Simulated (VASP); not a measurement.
A run of VASP 6.6.1:

The input POSCAR:

```
Mn3Si
1.0
    0.0000000000      2.8610000000      2.8610000000
    2.8610000000      0.0000000000      2.8610000000
    2.8610000000      2.8610000000      0.0000000000
Mn Si
3 1
Direct
    0.5000000000      0.5000000000      0.5000000000
    0.2500000000      0.2500000000      0.2500000000
    0.7500000000      0.7500000000      0.7500000000
    0.0000000000      0.0000000000      0.0000000000
```

INCAR.step1

```
SYSTEM = Mn3Si
ALGO = Normal ; EDIFF = 1E-4
ENCUT = 520 ; GGA = PE
ISMEAR = -1 ; ISPIN = 2
LASPH = .True. ; LCHARG = .False.
LMAXMIX = 4 ; LREAL = .False.
LWAVE = .True. ; MAGMOM = 0 0 0 0
NBANDS = 34 ; NELM = 150
NUPDOWN = 0.0 ; PREC = Accurate
SIGMA = 0.1
```

INCAR.step2

```
SYSTEM = Mn3Si
ALGO = Normal ; EDIFF = 1E-6
ENCUT = 520 ; ISIF = 2
ISMEAR = -1 ; ISPIN = 2
ISTART = 1 ; LASPH = .True.
LCHARG = .False. ; LMAXMIX = 4
LMIXTAU = .True. ; LORBIT = 11
LREAL = .False. ; LWAVE = .False.
MAGMOM = 0 0 0 0 ; METAGGA = R2SCAN
NBANDS = 34 ; NELM = 150
NUPDOWN = 0.0 ; PREC = Accurate
SIGMA = 0.1
```

Contents of KPOINTS:

```
k-points
0
Gamma
  7 7 7
  0 0 0
```

Potentials or basis: VASP PAW PBE potentials, release 64 (Mn_pv, Si).

Command:

```bash
$ cat potpaw_PBE.64/Mn_pv/POTCAR potpaw_PBE.64/Si/POTCAR > POTCAR
$ cp INCAR.step1 INCAR
$ mpirun -np 1 vasp_std > vasp.out
$ cp INCAR.step2 INCAR
$ mpirun -np 1 vasp_std > vasp.out
```

Hardware: 1 thread of Intel Xeon 8259CL (shared host).

Q: How long does it take, and how much memory?

A: Wall time 6.8 min on 1 thread of Intel Xeon 8259CL, on a shared host, peak memory 0.23 GiB. Counts: k points 20.
